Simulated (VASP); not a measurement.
# CdSe (P6_3mc) in VASP: notebook

The runs below take CdSe through single point, with PBE, r2SCAN.

Program: VASP 6.6.1. These are calculated values, not measurements. Logs are shortened: lines on timing, memory, paths and dates and some standing lists are left out, and cuts for length are marked.

### 1 The cell of the first run

Symmetry: P6_3mc, No. 186, hexagonal system. Conventional cell: a = 4.341 Å, b = 4.341 Å, c = 7.077 Å, α = 90.00°, β = 90.00°, γ = 120.00°. Within 3.5 Å of Cd (site symmetry 3m) lie 4 Se at 2.66 Å. Within 3.5 Å of Se (site symmetry 3m) lie 4 Cd at 2.66 Å.

### 2 Single point, PBE

INCAR reads:

```
PREC = Accurate
ENCUT = 520
EDIFF = 1E-6
ISMEAR = 0
SIGMA = 0.01
LREAL = False
LASPH = True
NELM = 100
ALGO = Normal
ISIF = 2
LWAVE = False
LCHARG = False
GGA = PE
NBANDS = 26
```

KPOINTS reads:

```
regular mesh
0
Gamma
  6 6 4
```

POSCAR reads:

```
CdSe
1.0
    4.3407236659      0.0000000000      0.0000000000
   -2.1703618329      3.7591769655      0.0000000000
    0.0000000000      0.0000000000      7.0766459782
Cd Se
2 2
Direct
    0.3333333333      0.6666666667     -0.0004760038
    0.6666666667      0.3333333333      0.4995239962
    0.3333333333      0.6666666667      0.3754760038
    0.6666666667      0.3333333333      0.8754760038
```

Potentials or basis: VASP PAW PBE potentials, release 64 (Cd, Se).

Command:

```bash
$ cat potpaw_PBE.64/Cd/POTCAR potpaw_PBE.64/Se/POTCAR > POTCAR
$ mpirun -np 1 vasp_std > vasp.out
```

OUTCAR:

```text
PREC = Accurate
   ENCUT = 520
   EDIFF = 1E-6
   ISMEAR = 0
   LREAL = False
   LASPH = True
   NELM = 100
   ISIF = 2
   GGA = PE

 ion  position               nearest neighbor table
   1  0.333  0.667  1.000-   4 2.66   4 2.66   4 2.66   3 2.66
   2  0.667  0.333  0.500-   3 2.66   3 2.66   3 2.66   4 2.66
   3  0.333  0.667  0.375-   2 2.66   2 2.66   2 2.66   1 2.66
   4  0.667  0.333  0.875-   1 2.66   1 2.66   1 2.66   2 2.66

  LATTYP: Found a hexagonal cell.
 ALAT       =     4.3407236659
 C/A-ratio  =     1.6302917492

  Lattice vectors:

 A1 = (   4.3407236659,   0.0000000000,   0.0000000000)
 A2 = (  -2.1703618329,   3.7591769655,   0.0000000000)
 A3 = (   0.0000000000,   0.0000000000,   7.0766459782)

Analysis of symmetry for initial positions (statically):
=====================================================================
 Subroutine PRICEL returns:
 Original cell was already a primitive cell.

 Routine SETGRP: Setting up the symmetry group for a
 hexagonal supercell.

 Subroutine GETGRP returns: Found 12 space group operations
 (whereof  6 operations were pure point group operations)
 out of a pool of 24 trial point group operations.

The static configuration has the point symmetry C_3v.
 The point group associated with its full space group is C_6v.

Analysis of symmetry for dynamics (positions and initial velocities):
=====================================================================
 Subroutine PRICEL returns:
 Original cell was already a primitive cell.

 Routine SETGRP: Setting up the symmetry group for a
 hexagonal supercell.

 Subroutine GETGRP returns: Found 12 space group operations
 (whereof  6 operations were pure point group operations)
 out of a pool of 24 trial point group operations.

The dynamic configuration has the point symmetry C_3v.
 The point group associated with its full space group is C_6v.

 Subroutine INISYM returns: Found 12 space group operations
 (whereof  6 operations are pure point group operations),
 and found     1 'primitive' translations

----------------------------------------------------------------------------------------

                                     Primitive cell

  volume of cell :     115.4735

  direct lattice vectors                    reciprocal lattice vectors
     4.340723666  0.000000000  0.000000000     0.230376333  0.133007838  0.000000000
    -2.170361833  3.759176966  0.000000000     0.000000000  0.266015676  0.000000000
     0.000000000  0.000000000  7.076645978     0.000000000  0.000000000  0.141309881

  length of vectors
     4.340723666  4.340723666  7.076645978     0.266015676  0.266015676  0.141309881

  position of ions in fractional coordinates (direct lattice)
     0.333333333  0.666666667  0.999523996
     0.666666667  0.333333333  0.499523996
     0.333333333  0.666666667  0.375476004
     0.666666667  0.333333333  0.875476004

  ion indices of the primitive-cell ions
   primitive index   ion index
                 1           1
                 2           2
                 3           3
                 4           4

----------------------------------------------------------------------------------------

 KPOINTS: regular mesh

Automatic generation of k-mesh.
 Grid dimensions read from file:
 generate k-points for:    6    6    4

 Generating k-lattice:

  Cartesian coordinates                     Fractional coordinates (reciprocal lattice)
     0.038396055  0.022167973  0.000000000     0.166666667  0.000000000  0.000000000
     0.000000000  0.044335946  0.000000000     0.000000000  0.166666667  0.000000000
     0.000000000  0.000000000  0.035327470     0.000000000  0.000000000  0.250000000

  Length of vectors
     0.044335946  0.044335946  0.035327470

  Shift w.r.t. Gamma in fractional coordinates (k-lattice)
     0.000000000  0.000000000  0.000000000

 Subroutine IBZKPT returns following result:
 ===========================================

 Found     21 irreducible k-points:

 Following reciprocal coordinates:
            Coordinates               Weight
  0.000000  0.000000  0.000000      1.000000
  0.166667  0.000000  0.000000      6.000000
  0.333333 -0.000000  0.000000      6.000000
  0.500000  0.000000  0.000000      3.000000
  0.166667  0.166667  0.000000      6.000000
  0.333333  0.166667  0.000000     12.000000
[... 13 lines left out ...]
  0.333333  0.166667  0.500000     12.000000
  0.333333  0.333333  0.500000      2.000000
   k-points           NKPTS =     21   k-points in BZ     NKDIM =     21   number of bands    NBANDS=     26
   number of dos      NEDOS =    301   number of ions     NIONS =      4
   total plane-waves  NPLWV =  55296
   dimension x,y,z NGX =    32 NGY =   32 NGZ =   54
   dimension x,y,z NGXF=    64 NGYF=   64 NGZF=  108
   ions per type =               2   2
   NGX,Y,Z   is equivalent  to a cutoff of  12.26, 12.26, 12.69 a.u.
   NGXF,Y,Z  is equivalent  to a cutoff of  24.51, 24.51, 25.37 a.u.
 SYSTEM =  unknown system
   PREC   = accura    normal or accurate (medium, high low for compatibility)
   ISTART =      0    job   : 0-new  1-cont  2-samecut
   ICHARG =      2    charge: 1-file 2-atom 10-const
   ISPIN  =      1    spin polarized calculation?
   LNONCOLLINEAR =      F non collinear calculations
   LSORBIT =      F    spin-orbit coupling
   LASPH  =      T    aspherical Exc in radial PAW
   ENCUT  =  520.0 eV  38.22 Ry    6.18 a.u.   8.07  8.07 13.16*2*pi/ulx,y,z
   NELM   =    100;   NELMIN=  2; NELMDL= -5     # of ELM steps
   EDIFF  = 0.1E-05   stopping-criterion for ELM
   LREAL  =      F    real-space projection
   EDIFFG = 0.1E-04   stopping-criterion for IOM
   NSW    =      0    number of steps for IOM
   IBRION =     -1    ionic relax: 0-MD 1-quasi-New 2-CG
   NFREE  =      0    steps in history (QN), initial steepest desc. (CG)
   ISIF   =      2    stress and relaxation
   ISYM   =      2    0-nonsym 1-usesym 2-fastsym
   POTIM  = 0.5000    time-step for ionic-motion
   TEBEG  =    0.0;   TEEND  =   0.0 temperature during run
   PSTRESS=    0.0 pullay stress
   NELECT =      36.0000    total number of electrons
   NUPDOWN=      -1.0000    fix difference up-down
   EMIN   =  10.00;   EMAX   =-10.00  energy-range for DOS
   EFERMI =   0.00;   METHOD = LEGACY
   ISMEAR =     0;   SIGMA  =   0.01  broadening in eV -4-tet -1-fermi 0-gaus
   EFERMI_NEDOS =   21; number of points for ismear=-14 and -15
   IALGO  =     38    algorithm
   IMIX   =      4    mixing-type and parameters
     AMIX     =   0.40;   BMIX     =  1.00
     AMIX_MAG =   1.60;   BMIX_MAG =  1.00
  volume/ion in A,a.u.               =      28.87       194.81
  Fermi-wavevector in a.u.,A,eV,Ry     =   1.110064  2.097718 16.765686  1.232243
  Thomas-Fermi vector in A             =   2.246612
   LORBIT       =      0    0 simple, 1 ext, 2 COOP (PROOUT), +10 PAW based schemes
   GGA     = PE    functional components
   LHFCALC =     F    Hartree Fock is set to
   AEXX    =    0.0000 exact exchange contribution
   IVDW    =     0    specifies the selected vdW correction
   LEPSILON=     F    determine dielectric tensor
   LRPA    =     F    only Hartree local field effects (RPA)
 non-spin polarized calculation
 Gauss-broadening in eV      SIGMA  =   0.01
  energy-cutoff  :      520.00
  volume of cell :      115.47
 maximum number of plane-waves:      3126
   NGX = 17   NGY = 17   NGZ = 27

 number of electron      36.0000000 magnetization

 Free energy of the ion-electron system (eV)
  ---------------------------------------------------
  ext. energy  EPLUGINS =         0.00000000
  ---------------------------------------------------
  free energy    TOTEN  =       -10.96907901 eV

  energy without entropy =      -10.96907901  energy(sigma->0) =      -10.96907901

 E-fermi :   0.8551     XC(G=0):  -8.7612

 val. band max:        0.7438881921   @ k =   0.0000   0.0000   0.0000
 cond. band min:       1.3530569172   @ k =   0.0000   0.0000   0.0000
 fundamental gap:      0.6091687250
 Fermi energy:         0.8550870614

 k-point     1 :       0.0000    0.0000    0.0000
  band No.  band energies     occupation
      1     -11.7127      2.00000
      2     -11.3574      2.00000
      3      -7.1010      2.00000
      4      -7.0951      2.00000
      5      -7.0951      2.00000
      6      -7.0320      2.00000
[... 18 lines left out ...]
     25       7.7346      0.00000
     26       8.3697      0.00000

 k-point     2 :       0.1667    0.0000    0.0000
  band No.  band energies     occupation
      1     -11.6350      2.00000
      2     -11.3228      2.00000
      3      -7.0772      2.00000
      4      -7.0684      2.00000
      5      -7.0326      2.00000
      6      -6.9956      2.00000
[... 18 lines left out ...]
     25       7.9616      0.00000
     26       8.3429      0.00000

 k-point     3 :       0.3333   -0.0000    0.0000
  band No.  band energies     occupation
      1     -11.4658      2.00000
      2     -11.2645      2.00000
      3      -7.0362      2.00000
      4      -7.0262      2.00000
      5      -6.9282      2.00000
      6      -6.9197      2.00000
[... 18 lines left out ...]
     25       8.5553      0.00000
     26       8.8771      0.00000

 k-point     4 :       0.5000    0.0000    0.0000
  band No.  band energies     occupation
      1     -11.3643      2.00000
      2     -11.2510      2.00000
      3      -7.0222      2.00000
      4      -7.0123      2.00000
      5      -6.8848      2.00000
      6      -6.8697      2.00000
[... 18 lines left out ...]
     25       8.6291      0.00000
     26      10.3312      0.00000
[... 409 lines left out ...]
      1     -11.3892      2.00000
      2     -11.3892      2.00000
      3      -7.0037      2.00000
      4      -7.0037      2.00000
      5      -6.9837      2.00000
      6      -6.9837      2.00000
[... 18 lines left out ...]
     25       8.2173      0.00000
     26       8.2173      0.00000

 k-point    20 :       0.3333    0.1667    0.5000
  band No.  band energies     occupation
      1     -11.3020      2.00000
      2     -11.3020      2.00000
      3      -6.9793      2.00000
      4      -6.9793      2.00000
      5      -6.9510      2.00000
      6      -6.9510      2.00000
[... 18 lines left out ...]
     25       8.6676      0.00000
     26       8.6676      0.00000

 k-point    21 :       0.3333    0.3333    0.5000
  band No.  band energies     occupation
      1     -11.2735      2.00000
      2     -11.2735      2.00000
      3      -6.9593      2.00000
      4      -6.9593      2.00000
      5      -6.9497      2.00000
      6      -6.9497      2.00000
[... 18 lines left out ...]
     25       9.4529      0.00000
     26       9.4530      0.00000

------------------------ aborting loop because EDIFF is reached ----------------------------------------

  FORCE on cell =-STRESS in cart. coord.  units (eV):
  Direction    XX          YY          ZZ          XY          YZ          ZX
  --------------------------------------------------------------------------------------
  -------------------------------------------------------------------------------------
  Total        1.2405116      1.2405116      1.2716585      0.0000000     -0.0000000      0.0000000
  in kB       17.2119080     17.2119080     17.6440677      0.0000000     -0.0000000      0.0000000
  external PRESSURE =      17.3559612 kB  Pullay stress =       0.0000000 kB

 VOLUME and BASIS-vectors are now :
 -----------------------------------------------------------------------------
  energy-cutoff  :      520.00
  volume of cell :      115.47
      direct lattice vectors                 reciprocal lattice vectors
     4.340723666  0.000000000  0.000000000     0.230376333  0.133007838  0.000000000
    -2.170361833  3.759176966  0.000000000     0.000000000  0.266015676  0.000000000
     0.000000000  0.000000000  7.076645978     0.000000000  0.000000000  0.141309881

 POSITION                                       TOTAL-FORCE (eV/Angst)
 -----------------------------------------------------------------------------------
     -0.00000      2.50612      7.07328        -0.000000      0.000000      0.002598
      2.17036      1.25306      3.53495         0.000000      0.000000      0.002598
     -0.00000      2.50612      2.65711        -0.000000      0.000000     -0.002598
      2.17036      1.25306      6.19543         0.000000     -0.000000     -0.002598
 -----------------------------------------------------------------------------------
    total drift:                               -0.000000     -0.000000      0.000227

  FREE ENERGIE OF THE ION-ELECTRON SYSTEM (eV)
  ---------------------------------------------------
  free  energy   TOTEN  =       -10.9690790121 eV

  energy  without entropy=      -10.9690790121  energy(sigma->0) =      -10.96907901
```

Wall time 42 s (1 thread of Intel Xeon Platinum 8488C (Sapphire Rapids), shared host); peak memory 0.24 GiB.

What came out:

```
Free energy            : -10.9691 eV
Pressure               : 1.7 GPa
Band gap on the k mesh : 0.61 eV, direct
```

Forces on the atoms (eV/Å):
```
Cd   0.000  0.000  0.003
Cd   0.000  0.000  0.003
Se   0.000  0.000 -0.003
Se   0.000  0.000 -0.003
```

Levels at points of the mesh, in eV from the valence-band top:
| k point | band 16 | band 17 | band 18 | band 19 | band 20 | band 21 |
| --- | --- | --- | --- | --- | --- | --- |
| (0.00, 0.00, 0.00) | -0.04 | 0.00 | 0.00 | 0.61 | 2.17 | 5.85 |
| (0.50, 0.00, 0.00) | -1.77 | -1.27 | -0.72 | 3.16 | 3.33 | 4.78 |
| (0.00, 0.00, 0.50) | -0.38 | -0.38 | -0.38 | 2.32 | 2.32 | 5.82 |
| (0.50, 0.00, 0.50) | -1.30 | -1.29 | -1.29 | 2.92 | 2.92 | 4.84 |

PBE gaps usually lie below the measured ones, often by a third to a half.

(Continued in part 2 of 2.)
